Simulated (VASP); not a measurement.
# Ti3Al (P6_3/mmc) in VASP: single point with PBEsol

Aim: the single point of Ti3Al with PBEsol.

Program: VASP 6.6.1. These are calculated values, not measurements. Logs are shortened: lines on timing, memory, paths and dates and some standing lists are left out, and cuts for length are marked.

## 1. The cell of the first run

The structure is hexagonal, space group P6_3/mmc (No. 194). The conventional cell has a = 5.687 Å, b = 5.687 Å, c = 4.607 Å, α = 90.00°, β = 90.00°, γ = 120.00°. Ti (site symmetry mm2) has 8 Ti at 2.79 to 2.89 Å and 4 Al at 2.81 to 2.84 Å within 3.7 Å. Al (site symmetry -6m2) has 12 Ti at 2.81 to 2.84 Å within 3.7 Å.

## 2. Single point, PBEsol

File INCAR:

```
  PREC = Accurate
  ENCUT = 520
  EDIFF = 1E-6
  ISMEAR = 0
  SIGMA = 0.1
  LREAL = False
  LASPH = True
  NELM = 100
  ALGO = Fast
  ISIF = 2
  LWAVE = False
  LCHARG = True
  GGA = PS
  LELF = True
  LVHAR = True
  NBANDS = 49
  LUSENCCL = False
```

File KPOINTS:

```
Automatic mesh
0
Gamma
  12 12 12
```

File POSCAR:

```
Ti3Al
1.0
    5.6871295772      0.0000000000      0.0000000000
   -2.8435647886      4.9251986885      0.0000000000
    0.0000000000      0.0000000000      4.6071798847
Ti Al
6 2
Direct
    0.8303365645      0.6606731289      0.2500000000
    0.1696634355      0.8303365645      0.7500000000
    0.3393268711      0.1696634355      0.2500000000
    0.1696634355      0.3393268711      0.7500000000
    0.8303365645      0.1696634355      0.2500000000
    0.6606731289      0.8303365645      0.7500000000
    0.3333333333      0.6666666667      0.2500000000
    0.6666666667      0.3333333333      0.7500000000
```

Potentials or basis: VASP PAW PBE potentials, release 64 (Ti_sv, Al).

On the command line:

```
cat potpaw_PBE.64/Ti_sv/POTCAR potpaw_PBE.64/Al/POTCAR > POTCAR
mpirun -np 1 vasp_std > vasp.out
```

OUTCAR:

```text
PREC = Accurate
   ENCUT = 520
   EDIFF = 1E-6
   ISMEAR = 0
   LREAL = False
   LASPH = True
   NELM = 100
   ISIF = 2
   GGA = PS

 ion  position               nearest neighbor table
   1  0.830  0.661  0.250-   3 2.79   5 2.79   8 2.81   8 2.81   7 2.84   7 2.84   2 2.85   2 2.85
                             6 2.85   6 2.85   5 2.89   3 2.89
   2  0.170  0.830  0.750-   6 2.79   4 2.79   7 2.81   7 2.81   8 2.84   8 2.84   1 2.85   1 2.85
                             3 2.85   3 2.85   6 2.89   4 2.89
   3  0.339  0.170  0.250-   5 2.79   1 2.79   8 2.81   8 2.81   7 2.84   7 2.84   2 2.85   2 2.85
                             4 2.85   4 2.85   5 2.89   1 2.89
   4  0.170  0.339  0.750-   2 2.79   6 2.79   7 2.81   7 2.81   8 2.84   8 2.84   5 2.85   5 2.85
                             3 2.85   3 2.85   2 2.89   6 2.89
   5  0.830  0.170  0.250-   3 2.79   1 2.79   8 2.81   8 2.81   7 2.84   7 2.84   4 2.85   4 2.85
                             6 2.85   6 2.85   3 2.89   1 2.89
   6  0.661  0.830  0.750-   2 2.79   4 2.79   7 2.81   7 2.81   8 2.84   8 2.84   5 2.85   5 2.85
                             1 2.85   1 2.85   2 2.89   4 2.89
   7  0.333  0.667  0.250-   2 2.81   2 2.81   6 2.81   6 2.81   4 2.81   4 2.81   1 2.84   3 2.84
                             5 2.84   5 2.84   1 2.84   3 2.84
   8  0.667  0.333  0.750-   5 2.81   5 2.81   3 2.81   3 2.81   1 2.81   1 2.81   4 2.84   6 2.84
                             2 2.84   2 2.84   4 2.84   6 2.84

  LATTYP: Found a hexagonal cell.
 ALAT       =     5.6871295772
 C/A-ratio  =     0.8101063677

  Lattice vectors:

 A1 = (   5.6871295772,   0.0000000000,   0.0000000000)
 A2 = (  -2.8435647886,   4.9251986885,   0.0000000000)
 A3 = (   0.0000000000,   0.0000000000,   4.6071798847)

Analysis of symmetry for initial positions (statically):
=====================================================================
 Subroutine PRICEL returns:
 Original cell was already a primitive cell.

 Routine SETGRP: Setting up the symmetry group for a
 hexagonal supercell.

 Subroutine GETGRP returns: Found 24 space group operations
 (whereof 12 operations were pure point group operations)
 out of a pool of 24 trial point group operations.

The static configuration has the point symmetry D_3d.
 The point group associated with its full space group is D_6h.

Analysis of symmetry for dynamics (positions and initial velocities):
=====================================================================
 Subroutine PRICEL returns:
 Original cell was already a primitive cell.

 Routine SETGRP: Setting up the symmetry group for a
 hexagonal supercell.

 Subroutine GETGRP returns: Found 24 space group operations
 (whereof 12 operations were pure point group operations)
 out of a pool of 24 trial point group operations.

The dynamic configuration has the point symmetry D_3d.
 The point group associated with its full space group is D_6h.

 Subroutine INISYM returns: Found 24 space group operations
 (whereof 12 operations are pure point group operations),
 and found     1 'primitive' translations

----------------------------------------------------------------------------------------

                                     Primitive cell

  volume of cell :     129.0482

  direct lattice vectors                    reciprocal lattice vectors
     5.687129577  0.000000000  0.000000000     0.175835628  0.101518747 -0.000000000
    -2.843564789  4.925198689  0.000000000     0.000000000  0.203037494  0.000000000
     0.000000000  0.000000000  4.607179885     0.000000000 -0.000000000  0.217052519

  length of vectors
     5.687129577  5.687129577  4.607179885     0.203037494  0.203037494  0.217052519

  position of ions in fractional coordinates (direct lattice)
     0.830336565  0.660673129  0.250000000
     0.169663435  0.830336565  0.750000000
     0.339326871  0.169663435  0.250000000
     0.169663435  0.339326871  0.750000000
     0.830336565  0.169663435  0.250000000
     0.660673129  0.830336565  0.750000000
     0.333333333  0.666666667  0.250000000
     0.666666667  0.333333333  0.750000000

  ion indices of the primitive-cell ions
   primitive index   ion index
                 1           1
                 2           2
                 3           3
                 4           4
                 5           5
                 6           6
                 7           7
                 8           8

----------------------------------------------------------------------------------------

 KPOINTS: Automatic mesh

Automatic generation of k-mesh.
 Grid dimensions read from file:
 generate k-points for:   12   12   12

 Generating k-lattice:

  Cartesian coordinates                     Fractional coordinates (reciprocal lattice)
     0.014652969  0.008459896 -0.000000000     0.083333333 -0.000000000  0.000000000
     0.000000000  0.016919791  0.000000000     0.000000000  0.083333333  0.000000000
     0.000000000 -0.000000000  0.018087710     0.000000000  0.000000000  0.083333333

  Length of vectors
     0.016919791  0.016919791  0.018087710

  Shift w.r.t. Gamma in fractional coordinates (k-lattice)
     0.000000000  0.000000000  0.000000000

 Subroutine IBZKPT returns following result:
 ===========================================

 Found    133 irreducible k-points:

 Following reciprocal coordinates:
            Coordinates               Weight
  0.000000  0.000000  0.000000      1.000000
  0.083333  0.000000  0.000000      6.000000
  0.166667  0.000000  0.000000      6.000000
  0.250000  0.000000  0.000000      6.000000
  0.333333  0.000000  0.000000      6.000000
  0.416667  0.000000  0.000000      6.000000
[... 16 lines left out ...]
  0.250000  0.000000  0.083333     12.000000
  0.333333  0.000000  0.083333     12.000000
 [... further k-points ...]
   k-points           NKPTS =    133   k-points in BZ     NKDIM =    133   number of bands    NBANDS=     49
   number of dos      NEDOS =    301   number of ions     NIONS =      8
   total plane-waves  NPLWV =  63504
   dimension x,y,z NGX =    42 NGY =   42 NGZ =   36
   dimension x,y,z NGXF=    84 NGYF=   84 NGZF=   72
   ions per type =               6   2
   NGX,Y,Z   is equivalent  to a cutoff of  12.28, 12.28, 12.99 a.u.
   NGXF,Y,Z  is equivalent  to a cutoff of  24.55, 24.55, 25.98 a.u.
 SYSTEM =  unknown system
   PREC   = accura    normal or accurate (medium, high low for compatibility)
   ISTART =      0    job   : 0-new  1-cont  2-samecut
   ICHARG =      2    charge: 1-file 2-atom 10-const
   ISPIN  =      1    spin polarized calculation?
   LNONCOLLINEAR =      F non collinear calculations
   LSORBIT =      F    spin-orbit coupling
   LASPH  =      T    aspherical Exc in radial PAW
   ENCUT  =  520.0 eV  38.22 Ry    6.18 a.u.  10.57 10.57  8.57*2*pi/ulx,y,z
   NELM   =    100;   NELMIN=  2; NELMDL= -5     # of ELM steps
   EDIFF  = 0.1E-05   stopping-criterion for ELM
   LREAL  =      F    real-space projection
   EDIFFG = 0.1E-04   stopping-criterion for IOM
   NSW    =      0    number of steps for IOM
   IBRION =     -1    ionic relax: 0-MD 1-quasi-New 2-CG
   NFREE  =      0    steps in history (QN), initial steepest desc. (CG)
   ISIF   =      2    stress and relaxation
   ISYM   =      2    0-nonsym 1-usesym 2-fastsym
   POTIM  = 0.5000    time-step for ionic-motion
   TEBEG  =    0.0;   TEEND  =   0.0 temperature during run
   PSTRESS=    0.0 pullay stress
   NELECT =      78.0000    total number of electrons
   NUPDOWN=      -1.0000    fix difference up-down
   EMIN   =  10.00;   EMAX   =-10.00  energy-range for DOS
   EFERMI =   0.00;   METHOD = LEGACY
   ISMEAR =     0;   SIGMA  =   0.10  broadening in eV -4-tet -1-fermi 0-gaus
   EFERMI_NEDOS =   21; number of points for ismear=-14 and -15
   IALGO  =     68    algorithm
   IMIX   =      4    mixing-type and parameters
     AMIX     =   0.40;   BMIX     =  1.00
     AMIX_MAG =   1.60;   BMIX_MAG =  1.00
  volume/ion in A,a.u.               =      16.13       108.86
  Fermi-wavevector in a.u.,A,eV,Ry     =   1.384169  2.615700 26.067714  1.915923
  Thomas-Fermi vector in A             =   2.508698
   LORBIT       =      0    0 simple, 1 ext, 2 COOP (PROOUT), +10 PAW based schemes
   GGA     = PS    functional components
   LHFCALC =     F    Hartree Fock is set to
   AEXX    =    0.0000 exact exchange contribution
   IVDW    =     0    specifies the selected vdW correction
   LEPSILON=     F    determine dielectric tensor
   LRPA    =     F    only Hartree local field effects (RPA)
 non-spin polarized calculation
 RMM-DIIS sequential band-by-band and
 Gauss-broadening in eV      SIGMA  =   0.10
  energy-cutoff  :      520.00
  volume of cell :      129.05
 maximum number of plane-waves:      3505
   NGX = 21   NGY = 21   NGZ = 17

 number of electron      78.0000025 magnetization

 Free energy of the ion-electron system (eV)
  ---------------------------------------------------
  ext. energy  EPLUGINS =         0.00000000
  ---------------------------------------------------
  free energy    TOTEN  =       -60.50727064 eV

  energy without entropy =      -60.48394954  energy(sigma->0) =      -60.49561009

 E-fermi :   8.4507     XC(G=0): -11.5810

 val. band max:        8.4504005536   @ k =   0.2500   0.0833   0.5000
 cond. band min:       8.4522715521   @ k =   0.2500   0.0000   0.5000
 fundamental gap:      0.0018709984
 Fermi energy:         8.4506861494

 k-point     1 :       0.0000    0.0000    0.0000
  band No.  band energies     occupation
      1     -47.8528      2.00000
      2     -47.7447      2.00000
      3     -47.7424      2.00000
      4     -47.7424      2.00000
      5     -47.6906      2.00000
      6     -47.6906      2.00000
[... 41 lines left out ...]
     48      10.6887      0.00000
     49      10.9123      0.00000

 k-point     2 :       0.0833    0.0000    0.0000
  band No.  band energies     occupation
      1     -47.8512      2.00000
      2     -47.7454      2.00000
      3     -47.7432      2.00000
      4     -47.7425      2.00000
      5     -47.6909      2.00000
      6     -47.6906      2.00000
[... 1136 lines left out ...]
 k-point    24 :       0.3333    0.0000    0.0833
  band No.  band energies     occupation
      1     -47.8272      2.00000
      2     -47.7709      2.00000
      3     -47.7421      2.00000
      4     -47.7359      2.00000
      5     -47.6971      2.00000
      6     -47.6910      2.00000
[... 41 lines left out ...]
     48      10.6088      0.00000
     49      10.7451      0.00000

 [... further k-points ...]

------------------------ aborting loop because EDIFF is reached ----------------------------------------

  FORCE on cell =-STRESS in cart. coord.  units (eV):
  Direction    XX          YY          ZZ          XY          YZ          ZX
  --------------------------------------------------------------------------------------
  -------------------------------------------------------------------------------------
  Total       -0.0619723     -0.0619723     -0.0339455      0.0000000     -0.0000000      0.0000000
  in kB       -0.7694073     -0.7694073     -0.4214450      0.0000000     -0.0000000      0.0000000
  external PRESSURE =      -0.6534198 kB  Pullay stress =       0.0000000 kB

 VOLUME and BASIS-vectors are now :
 -----------------------------------------------------------------------------
  energy-cutoff  :      520.00
  volume of cell :      129.05
      direct lattice vectors                 reciprocal lattice vectors
     5.687129577  0.000000000  0.000000000     0.175835628  0.101518747 -0.000000000
    -2.843564789  4.925198689  0.000000000     0.000000000  0.203037494  0.000000000
     0.000000000  0.000000000  4.607179885     0.000000000 -0.000000000  0.217052519

 POSITION                                       TOTAL-FORCE (eV/Angst)
 -----------------------------------------------------------------------------------
      2.84356      3.25395      1.15179        -0.000000      0.009873      0.000000
     -1.39622      4.08957      3.45538        -0.008551      0.004937      0.000000
      1.44735      0.83563      1.15179        -0.008551     -0.004937      0.000000
     -0.00000      1.67125      3.45538        -0.000000     -0.009873     -0.000000
      4.23978      0.83563      1.15179         0.008551     -0.004937      0.000000
      1.39622      4.08957      3.45538         0.008551      0.004937      0.000000
     -0.00000      3.28347      1.15179        -0.000000     -0.000000      0.000000
      2.84356      1.64173      3.45538        -0.000000     -0.000000      0.000000
 -----------------------------------------------------------------------------------
    total drift:                               -0.000001      0.000001     -0.000000

  FREE ENERGIE OF THE ION-ELECTRON SYSTEM (eV)
  ---------------------------------------------------
  free  energy   TOTEN  =       -60.5072706361 eV

  energy  without entropy=      -60.4839495449  energy(sigma->0) =      -60.49561009
```

Run time: 45 min. Hardware: 1 × NVIDIA H100 80GB with 1 thread of Intel Xeon Platinum 8481C at 2.70GHz (Sapphire Rapids), shared host; peak memory 1.7 GiB.

Results:

```
Free energy            : -60.5073 eV
Pressure               : -0.1 GPa
Largest force          : 0.010 eV/Å
Band gap on the k mesh : zero (bands 39 and 40 overlap by 0.20 eV)
```

Forces on the atoms (eV/Å):
```
Ti   0.000  0.010  0.000
Ti  -0.009  0.005  0.000
Ti  -0.009 -0.005  0.000
Ti   0.000 -0.010  0.000
Ti   0.009 -0.005  0.000
Ti   0.009  0.005  0.000
Al   0.000  0.000  0.000
Al   0.000  0.000  0.000
```

Caveat: the PAW data sets were made with another functional, which shifts forces and pressure a little.
